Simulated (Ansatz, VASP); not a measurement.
One calculation of Si3N4, two programs

```
Si N
1.0
     2.85716   -3.67967    0.00000
     2.85716    3.67967    0.00000
     0.00000    0.00000    2.79355
Si N
3 4
Direct
  0.50000 0.00000 0.50000
  0.00000 0.50000 0.50000
  0.00000 0.00000 0.00000
  0.78093 0.78093 0.50000
  0.21907 0.21907 0.50000
  0.24461 0.75539 0.00000
  0.75539 0.24461 0.00000
```

Change from the starting cell: species swapped into the Ni3O4 type (Cmmm, No. 65).

Alike in both runs: functional PBE; k mesh 4 × 4 × 6; occupations gaussian, width 0.1 eV; no spin polarisation.

Ansatz relaxed the structure, and its values are those at the end. VASP's run is a single point on that final structure, the one shown.

|  | VASP | Ansatz |
| --- | --- | --- |
| version | VASP 6.6.1 | Ansatz 0.2.0 |
| potentials or method | VASP PAW PBE potentials, release 64 (Si, N), cutoff 520 eV | scalar-relativistic, plane waves, PAW |
| valence electrons in the cell | 32 | 32 |

|  | VASP | Ansatz | Ansatz less VASP |
| --- | --- | --- | --- |
| gap on the k mesh at the Fermi level (eV) | 0.81 | 0.82 | +0.013 |
| least direct gap on the mesh (eV) | 1.60 | 1.61 | +0.009 |
| pressure (GPa) | 0.0 | 0.0 | -0.02 |
| rms of the force components (eV/Å) | 0.005 | 0.001 | -0.0040 |
